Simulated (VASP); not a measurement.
Set up this calculation in VASP 6.6.1, as the native input.

- Task: single point
- Functional: PBE
- Potentials or basis: VASP PAW PBE potentials, release 64 (Fe)
- Cutoff: 600 eV
- k mesh: 13 × 13 × 13
- Occupations: fermi-dirac, width 0.05 eV
- Spin: collinear spin, antiferromagnetic start
- Starting moments: [2.14, -2.14] μB
- Dipole correction: no
- Further INCAR settings: ALGO = Normal; EDIFF = 1e-06; NBANDS = 19

The structure of Fe lies in POSCAR:

```
Fe
1.0
    0.0000000000      2.3405783155      2.3405783155
    2.3405783155      0.0000000000      2.3405783155
    2.3405783155      2.3405783155      0.0000000000
Fe
2
Direct
    0.0000000000      0.0000000000      0.0000000000
    0.5000000000      0.5000000000      0.5000000000
```

This isn't the form of Fe at room conditions, which is bcc.

The input as run:

INCAR

```
SYSTEM = Fe
  PREC = Accurate
  ENCUT = 600
  EDIFF = 1E-6
  ISMEAR = -1
  SIGMA = 0.05
  LREAL = .FALSE.
  LASPH = .TRUE.
  NELM = 200
  ALGO = Normal
  ISIF = 2
  LWAVE = .FALSE.
  LCHARG = .FALSE.
  ISPIN = 2
  MAGMOM = 2.14 -2.14
  LORBIT = 11
  LMAXMIX = 4
  GGA = PE
  NBANDS = 19
  GGA_COMPAT = .FALSE.
```

KPOINTS

```
regular mesh
0
G
  13 13 13
  0 0 0
```

Potentials or basis: VASP PAW PBE potentials, release 64 (Fe).

Command:

```console
$ cat potpaw_PBE.64/Fe/POTCAR > POTCAR
$ mpirun -np 1 vasp_std > vasp.out
```

Results of the run:

```json
{
 "Pressure": "2.5 GPa",
 "Band gap on the k mesh": "zero (filled and empty bands overlap)",
 "Net moment": "0.00 μB per cell",
 "Site moments": "Fe +2.03, -2.03 μB",
 "Valence electrons inside the program's atomic spheres": "Fe 7.23"
}
```

Caveat: the antiferromagnetic order is the one typed at the start, and another may lie lower.

It took 100 s on 1 thread of Intel Xeon 6975P-C (shared host), peak memory 0.22 GiB.
